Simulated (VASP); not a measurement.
# MgS (I4/mmm) in VASP: further runs

Runs on MgS. Level: PBE. Tasks: single point.

Program: VASP 6.6.1. These are calculated values, not measurements. Logs are shortened: lines on timing, memory, paths and dates and some standing lists are left out, and cuts for length are marked.

### 1 The cell of the first run

Symmetry: I4/mmm, No. 139, tetragonal system. The conventional cell has a = 3.974 Å, b = 3.974 Å, c = 5.411 Å, α = 90.00°, β = 90.00°, γ = 90.00°. Mg (site symmetry 4/mmm) has 6 S at 2.71 to 2.81 Å within 3.6 Å. Within 3.6 Å of S (site symmetry 4/mmm) lie 6 Mg at 2.71 to 2.81 Å.

### 2 Single point, PBE (strain +0.080 along x and y, +0.040 along z)

File INCAR:

```
SYSTEM = MgS
PREC = Accurate
ENCUT = 520
EDIFF = 1E-6
ISMEAR = 0
SIGMA = 0.05
LREAL = .False.
LASPH = .True.
NELM = 80
ALGO = Normal
ISIF = 2
LWAVE = .False.
LCHARG = .False.
GGA = PE
NBANDS = 11
```

File KPOINTS:

```
regular mesh
0
Gamma
  8 8 8
  0 0 0
```

File POSCAR:

```
MgS
1.0
    0.0000000000      2.8097820000      2.7057160000
    2.8097820000      0.0000000000      2.7057160000
    2.8097820000      2.8097820000      0.0000000000
Mg S
1 1
Direct
    0.0000000000      0.0000000000      0.0000000000
    0.5000000000      0.5000000000      0.5000000000
```

Potentials or basis: VASP PAW PBE potentials, release 64 (Mg, S).

Run with:

```
$ cat potpaw_PBE.64/Mg/POTCAR potpaw_PBE.64/S/POTCAR > POTCAR
$ mpirun -np 1 vasp_std > vasp.out
```

OUTCAR:

```text
SYSTEM = MgS
   PREC = Accurate
   ENCUT = 520
   EDIFF = 1E-6
   ISMEAR = 0
   LREAL = .False.
   LASPH = .True.
   NELM = 80
   ISIF = 2
   GGA = PE

 ion  position               nearest neighbor table
   1  0.000  0.000  0.000-   2 2.71   2 2.71   2 2.81   2 2.81   2 2.81   2 2.81
   2  0.500  0.500  0.500-   1 2.71   1 2.71   1 2.81   1 2.81   1 2.81   1 2.81

  LATTYP: Found a body centered tetragonal cell.
 ALAT       =     3.9736318117
 C/A-ratio  =     1.3618352823

  Lattice vectors:

 A1 = (   0.0000000000,  -2.8097820000,  -2.7057160000)
 A2 = (   0.0000000000,   2.8097820000,  -2.7057160000)
 A3 = (   2.8097820000,   0.0000000000,   2.7057160000)

Analysis of symmetry for initial positions (statically):
=====================================================================
 Subroutine PRICEL returns:
 Original cell was already a primitive cell.

 Routine SETGRP: Setting up the symmetry group for a
 body centered tetragonal supercell.

 Subroutine GETGRP returns: Found 16 space group operations
 (whereof 16 operations were pure point group operations)
 out of a pool of 16 trial point group operations.

The static configuration has the point symmetry D_4h.

Analysis of symmetry for dynamics (positions and initial velocities):
=====================================================================
 Subroutine PRICEL returns:
 Original cell was already a primitive cell.

 Routine SETGRP: Setting up the symmetry group for a
 body centered tetragonal supercell.

 Subroutine GETGRP returns: Found 16 space group operations
 (whereof 16 operations were pure point group operations)
 out of a pool of 16 trial point group operations.

The dynamic configuration has the point symmetry D_4h.

 Subroutine INISYM returns: Found 16 space group operations
 (whereof 16 operations are pure point group operations),
 and found     1 'primitive' translations

----------------------------------------------------------------------------------------

                                     Primitive cell

  volume of cell :      42.7226

  direct lattice vectors                    reciprocal lattice vectors
     0.000000000  2.809782000  2.705716000    -0.177949748  0.177949748  0.184793970
     2.809782000  0.000000000  2.705716000     0.177949748 -0.177949748  0.184793970
     2.809782000  2.809782000  0.000000000     0.177949748  0.177949748 -0.184793970

  length of vectors
     3.900740181  3.900740181  3.973631812     0.312219533  0.312219533  0.312219533

[... 88 lines left out ...]
   POTIM  = 0.5000    time-step for ionic-motion
   TEBEG  =    0.0;   TEEND  =   0.0 temperature during run
   PSTRESS=    0.0 pullay stress
   NELECT =       8.0000    total number of electrons
   NUPDOWN=      -1.0000    fix difference up-down
   EMIN   =  10.00;   EMAX   =-10.00  energy-range for DOS
   EFERMI =   0.00;   METHOD = LEGACY
   ISMEAR =     0;   SIGMA  =   0.05  broadening in eV -4-tet -1-fermi 0-gaus
   EFERMI_NEDOS =   21; number of points for ismear=-14 and -15
   IALGO  =     38    algorithm
   IMIX   =      4    mixing-type and parameters
     AMIX     =   0.40;   BMIX     =  1.00
     AMIX_MAG =   1.60;   BMIX_MAG =  1.00
  volume/ion in A,a.u.               =      21.36       144.15
  Fermi-wavevector in a.u.,A,eV,Ry     =   0.936596  1.769910 11.935197  0.877212
  Thomas-Fermi vector in A             =   2.063622
   LORBIT       =      0    0 simple, 1 ext, 2 COOP (PROOUT), +10 PAW based schemes
   GGA     = PE    functional components
   LHFCALC =     F    Hartree Fock is set to
   AEXX    =    0.0000 exact exchange contribution
   IVDW    =     0    specifies the selected vdW correction
   LEPSILON=     F    determine dielectric tensor
   LRPA    =     F    only Hartree local field effects (RPA)
 non-spin polarized calculation
 Gauss-broadening in eV      SIGMA  =   0.05
  energy-cutoff  :      520.00
  volume of cell :       42.72
 maximum number of plane-waves:      1187
 NGX is ok and might be reduce to    30
   NGX = 15   NGY = 15   NGZ = 15

 number of electron       7.9999999 magnetization

 Free energy of the ion-electron system (eV)
  ---------------------------------------------------
  ext. energy  EPLUGINS =         0.00000000
  ---------------------------------------------------
  free energy    TOTEN  =        -8.25929976 eV

  energy without entropy =       -8.25929976  energy(sigma->0) =       -8.25929976

 E-fermi :   2.5167     XC(G=0):  -8.9161

 val. band max:        2.2309257604   @ k =   0.0000   0.0000   0.0000
 cond. band min:       4.4393105185   @ k =   0.5000   0.5000   0.0000
 fundamental gap:      2.2083847581
 Fermi energy:         2.5166758287

 k-point     1 :       0.0000    0.0000    0.0000
  band No.  band energies     occupation
      1      -9.5418      2.00000
      2       2.0575      2.00000
      3       2.2309      2.00000
      4       2.2309      2.00000
      5       4.5461      0.00000
      6      10.0677      0.00000
      7      10.0677      0.00000
      8      10.4099      0.00000
      9      12.0338      0.00000
     10      12.4616      0.00000
     11      13.4684      0.00000
[... 309 lines left out ...]
 k-point    24 :       0.3750    0.0000    0.1250
  band No.  band energies     occupation
      1      -8.8675      2.00000
      2      -0.8989      2.00000
      3       1.4929      2.00000
      4       1.6234      2.00000
      5       6.8836      0.00000
      6       8.2371      0.00000
      7       9.6703      0.00000
      8      10.0013      0.00000
      9      12.4407      0.00000
     10      14.1053      0.00000
     11      14.2781      0.00000

 [... further k-points ...]

------------------------ aborting loop because EDIFF is reached ----------------------------------------

  FORCE on cell =-STRESS in cart. coord.  units (eV):
  Direction    XX          YY          ZZ          XY          YZ          ZX
  --------------------------------------------------------------------------------------
  -------------------------------------------------------------------------------------
  Total       -2.5438188     -2.5438188     -2.2902572      0.0000000     -0.0000000      0.0000000
  in kB      -95.3980072    -95.3980072    -85.8889693      0.0000000     -0.0000000      0.0000000
  external PRESSURE =     -92.2283279 kB  Pullay stress =       0.0000000 kB

 VOLUME and BASIS-vectors are now :
 -----------------------------------------------------------------------------
  energy-cutoff  :      520.00
  volume of cell :       42.72
      direct lattice vectors                 reciprocal lattice vectors
     0.000000000  2.809782000  2.705716000    -0.177949748  0.177949748  0.184793970
     2.809782000  0.000000000  2.705716000     0.177949748 -0.177949748  0.184793970
     2.809782000  2.809782000  0.000000000     0.177949748  0.177949748 -0.184793970

 POSITION                                       TOTAL-FORCE (eV/Angst)
 -----------------------------------------------------------------------------------
      0.00000      0.00000      0.00000        -0.000000      0.000000      0.000000
      2.80978      2.80978      2.70572         0.000000     -0.000000      0.000000
 -----------------------------------------------------------------------------------
    total drift:                               -0.000000     -0.000000      0.000000

  FREE ENERGIE OF THE ION-ELECTRON SYSTEM (eV)
  ---------------------------------------------------
  free  energy   TOTEN  =        -8.2592997626 eV

  energy  without entropy=       -8.2592997626  energy(sigma->0) =       -8.25929976
```

OSZICAR:

```text
N       E                     dE             d eps       ncg     rms          rms(c)
DAV:   1     0.236640065682E+02    0.23664E+02   -0.33769E+03  1314   0.578E+02
DAV:   2    -0.701792233689E+01   -0.30682E+02   -0.28608E+02  1612   0.970E+01
DAV:   3    -0.876292502908E+01   -0.17450E+01   -0.17414E+01  1639   0.254E+01
DAV:   4    -0.877562589946E+01   -0.12701E-01   -0.12699E-01  1558   0.258E+00
DAV:   5    -0.877575545558E+01   -0.12956E-03   -0.12955E-03  1611   0.265E-01    0.380E+00
DAV:   6    -0.830711648666E+01    0.46864E+00   -0.11790E+00  1471   0.389E+00    0.283E+00
DAV:   7    -0.826225914499E+01    0.44857E-01   -0.22995E-01  1575   0.193E+00    0.203E+00
DAV:   8    -0.825997485740E+01    0.22843E-02   -0.23456E-02  1385   0.906E-01    0.103E+00
DAV:   9    -0.825929802473E+01    0.67683E-03   -0.16204E-03  1499   0.207E-01    0.425E-01
DAV:  10    -0.825929634306E+01    0.16817E-05   -0.38883E-04  1501   0.873E-02    0.116E-02
DAV:  11    -0.825930004370E+01   -0.37006E-05   -0.89696E-06  1556   0.163E-02    0.298E-02
DAV:  12    -0.825929976261E+01    0.28109E-06   -0.93951E-07  1372   0.517E-03
   1 F= -.82592998E+01 E0= -.82592998E+01  d E =-.720366E-18
```

stdout:

```text
POSCAR found type information on POSCAR MgS
 POSCAR found :  2 types and       2 ions
 scaLAPACK will be used
 LDA part: xc-table for (Slater+PW92), standard interpolation
 POSCAR, INCAR and KPOINTS ok, starting setup
 FFT: planning ... GRIDC
 FFT: planning ... GRID_SOFT
 FFT: planning ... GRID
 WAVECAR not read
 entering main loop
```

Wall time 11 s (1 thread of Intel Xeon 6975P-C (Granite Rapids), shared host); peak memory 0.18 GiB.

Results:

| Quantity | Value |
| --- | --- |
| Free energy | -8.2593 eV |
| Pressure | -9.2 GPa |
| Band gap on the k mesh | 2.21 eV, indirect (least direct gap 2.32 eV) |

Caveat: the cell differs from its parent crystal (strain +0.080 along x and y, +0.040 along z). A k mesh can miss the band edges.

### 3 Single point, PBE (strain -0.080 along x and y, +0.000 along z)

File INCAR:

```
PREC     = Accurate       # precision mode
ENCUT    = 520            # plane-wave cutoff, eV
EDIFF    = 1E-7           # SCF threshold, eV
ISMEAR   = 0              # smearing method
SIGMA    = 0.05           # smearing width, eV
LREAL    = False          # projectors in reciprocal space
LASPH    = True           # aspherical terms in the spheres
NELM     = 80             # most SCF steps
ALGO     = Normal         # electronic algorithm
ISIF     = 2              # what is computed and relaxed
LWAVE    = False          # write WAVECAR
LCHARG   = True           # write CHGCAR
GGA      = PE             # functional
LELF     = True           # ELF
LVHAR    = True         
NBANDS   = 11             # bands
```

File KPOINTS:

```
regular mesh
0
Gamma
  8 8 8
```

File POSCAR:

```
MgS
1.0
    0.0000000000      2.3935180000      2.6016500000
    2.3935180000      0.0000000000      2.6016500000
    2.3935180000      2.3935180000      0.0000000000
Mg S
1 1
Direct
    0.0000000000      0.0000000000      0.0000000000
    0.5000000000      0.5000000000      0.5000000000
```

Potentials or basis: VASP PAW PBE potentials, release 64 (Mg, S).

Run with:

```
$ cat potpaw_PBE.64/Mg/POTCAR potpaw_PBE.64/S/POTCAR > POTCAR
$ mpirun -np 1 vasp_std > vasp.out
```

OUTCAR:

```text
PREC = Accurate
   ENCUT = 520
   EDIFF = 1E-7
   ISMEAR = 0
   LREAL = False
   LASPH = True
   NELM = 80
   ISIF = 2
   GGA = PE

 ion  position               nearest neighbor table
   1  0.000  0.000  0.000-   2 2.39   2 2.39   2 2.39   2 2.39   2 2.60   2 2.60
   2  0.500  0.500  0.500-   1 2.39   1 2.39   1 2.39   1 2.39   1 2.60   1 2.60

  LATTYP: Found a body centered tetragonal cell.
 ALAT       =     3.3849456174
 C/A-ratio  =     1.5371886548

  Lattice vectors:
[... 523 lines left out ...]
 [... further k-points ...]

------------------------ aborting loop because EDIFF is reached ----------------------------------------

  FORCE on cell =-STRESS in cart. coord.  units (eV):
  Direction    XX          YY          ZZ          XY          YZ          ZX
  --------------------------------------------------------------------------------------
  -------------------------------------------------------------------------------------
  Total        5.0119703      5.0119703      1.6318888      0.0000000      0.0000000      0.0000000
  in kB      269.3809073    269.3809073     87.7099544      0.0000000      0.0000000      0.0000000
  external PRESSURE =     208.8239230 kB  Pullay stress =       0.0000000 kB

 VOLUME and BASIS-vectors are now :
 -----------------------------------------------------------------------------
  energy-cutoff  :      520.00
  volume of cell :       29.81
      direct lattice vectors                 reciprocal lattice vectors
     0.000000000  2.393518000  2.601650000    -0.208897531  0.208897531  0.192185728
     2.393518000  0.000000000  2.601650000     0.208897531 -0.208897531  0.192185728
     2.393518000  2.393518000  0.000000000     0.208897531  0.208897531 -0.192185728

 POSITION                                       TOTAL-FORCE (eV/Angst)
 -----------------------------------------------------------------------------------
      0.00000      0.00000      0.00000        -0.000000      0.000000     -0.000000
      2.39352      2.39352      2.60165         0.000000     -0.000000      0.000000
 -----------------------------------------------------------------------------------
    total drift:                                0.000000      0.000000      0.000000

  FREE ENERGIE OF THE ION-ELECTRON SYSTEM (eV)
  ---------------------------------------------------
  free  energy   TOTEN  =        -8.1069158289 eV

  energy  without entropy=       -8.1069158289  energy(sigma->0) =       -8.10691583
```

OSZICAR:

```text
N       E                     dE             d eps       ncg     rms          rms(c)
DAV:   1     0.225882892375E+02    0.22588E+02   -0.37642E+03  1378   0.608E+02
DAV:   2    -0.720503609118E+01   -0.29793E+02   -0.28039E+02  1608   0.105E+02
DAV:   3    -0.847627522054E+01   -0.12712E+01   -0.12689E+01  1585   0.225E+01
DAV:   4    -0.848316291175E+01   -0.68877E-02   -0.68871E-02  1596   0.198E+00
DAV:   5    -0.848320990553E+01   -0.46994E-04   -0.46993E-04  1587   0.162E-01    0.536E+00
DAV:   6    -0.815031937202E+01    0.33289E+00   -0.62243E-01  1463   0.336E+00    0.422E+00
DAV:   7    -0.810661476698E+01    0.43705E-01   -0.22831E-01  1535   0.218E+00    0.265E+00
DAV:   8    -0.810708913844E+01   -0.47437E-03   -0.11585E-02  1466   0.660E-01    0.112E+00
DAV:   9    -0.810690499570E+01    0.18414E-03   -0.64163E-04  1484   0.160E-01    0.276E-01
DAV:  10    -0.810691729538E+01   -0.12300E-04   -0.10256E-04  1542   0.506E-02    0.260E-02
DAV:  11    -0.810691566617E+01    0.16292E-05   -0.12452E-05  1516   0.171E-02    0.234E-03
DAV:  12    -0.810691585620E+01   -0.19004E-06   -0.46237E-07  1579   0.471E-03    0.242E-03
DAV:  13    -0.810691582893E+01    0.27272E-07   -0.97637E-09   886   0.615E-04
   1 F= -.81069158E+01 E0= -.81069158E+01  d E =-.158562E-20
```

stdout:

```text
POSCAR found type information on POSCAR MgS
 POSCAR found :  2 types and       2 ions
 scaLAPACK will be used
 LDA part: xc-table for (Slater+PW92), standard interpolation
 POSCAR, INCAR and KPOINTS ok, starting setup
 FFT: planning ... GRIDC
 FFT: planning ... GRID_SOFT
 FFT: planning ... GRID
 WAVECAR not read
 entering main loop
```

Wall time 45 s (1 thread of AMD EPYC 7R13, shared host); peak memory 0.14 GiB.

What came out:

| Property | Result |
| --- | --- |
| Free energy | -8.1069 eV |
| Pressure | 20.9 GPa |
| Band gap on the k mesh | 2.82 eV, indirect (least direct gap 4.84 eV) |

Stress tensor (GPa, compression positive):
```
26.94  0.00  0.00
 0.00 26.94  0.00
 0.00  0.00  8.77
```

Levels at points of the mesh, in eV from the valence-band top:
| k point | band 1 | band 2 | band 3 | band 4 | band 5 | band 6 | band 7 | band 8 | band 9 |
| --- | --- | --- | --- | --- | --- | --- | --- | --- | --- |
| (0.00, 0.00, 0.00) | -13.91 | -0.27 | -0.27 | 0.00 | 4.95 | 7.02 | 7.99 | 7.99 | 9.72 |
| (0.50, 0.00, 0.00) | -12.13 | -5.97 | -1.18 | -0.81 | 4.44 | 6.64 | 7.45 | 11.77 | 13.03 |
| (0.50, 0.50, 0.00) | -11.92 | -5.41 | -1.93 | -1.93 | 3.45 | 3.85 | 13.00 | 13.02 | 15.44 |
| (0.50, 0.00, 0.50) | -11.47 | -5.25 | -2.78 | -2.02 | 2.82 | 3.57 | 13.06 | 13.55 | 13.73 |

Caveat: the cell differs from its parent crystal (strain -0.080 along x and y, +0.000 along z).

(Continued in part 2 of 2.)
